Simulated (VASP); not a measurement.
Input of a VASP 6.6.1 run:

The input INCAR:

```
SYSTEM = AlCo
  ALGO = Normal
  EDIFF = 1E-6
  EDIFFG = -0.005
  ENCUT = 600
  GGA = PE
  IBRION = 2
  ISIF = 3
  ISMEAR = -1
  LASPH = .TRUE.
  LCHARG = .FALSE.
  LREAL = .FALSE.
  LWAVE = .FALSE.
  NELM = 60
  NSW = 32
  PREC = Accurate
  PSTRESS = 0.3
  SIGMA = 0.1
```

KPOINTS

```
k-points
0
G
  14 14 14
  0 0 0
```

Contents of POSCAR:

```
AlCo
1.0
    2.8526159840      0.0000000000      0.0000000000
    0.0000000000      2.8526159840      0.0000000000
    0.0000000000      0.0000000000      2.8526159840
Co Al
1 1
Direct
    0.0000000000      0.0000000000      0.0000000000
    0.5000000000      0.5000000000      0.5000000000
```

Potentials or basis: VASP PAW PBE potentials, release 64 (Co, Al).

Command:

```console
$ cat potpaw_PBE.64/Co/POTCAR potpaw_PBE.64/Al/POTCAR > POTCAR
$ mpirun -np 1 vasp_std > vasp.out
```

Problem. Predict the band gap on the k mesh.

Solution. Zero (bands 6 and 7 overlap by 2.63 eV).

Problem. Predict the space group after relaxing (to 0.1 Å).

Solution. Pm-3m (No. 221).

Problem. What does it give for the relaxed cell?

Solution. a = 2.852 Å, b = 2.852 Å, c = 2.852 Å, α = 90.00°, β = 90.00°, γ = 90.00°.

Problem. What does it give for the relaxed volume?

Solution. 11.60 Å³/atom.

Final structure:
```
CELL_PARAMETERS angstrom
2.85209 0.00000 0.00000
0.00000 2.85209 0.00000
0.00000 0.00000 2.85209
ATOMIC_POSITIONS crystal
Co 0.00000 0.00000 0.00000
Al 0.50000 0.50000 0.50000
```

Caveat: the cell is relaxed towards a set pressure, so the run minimises the enthalpy, not the energy; the run has no spin polarisation, though such a crystal can be magnetic. Spin polarisation is off, so any magnetic state and its effect on volume and gap are missing.
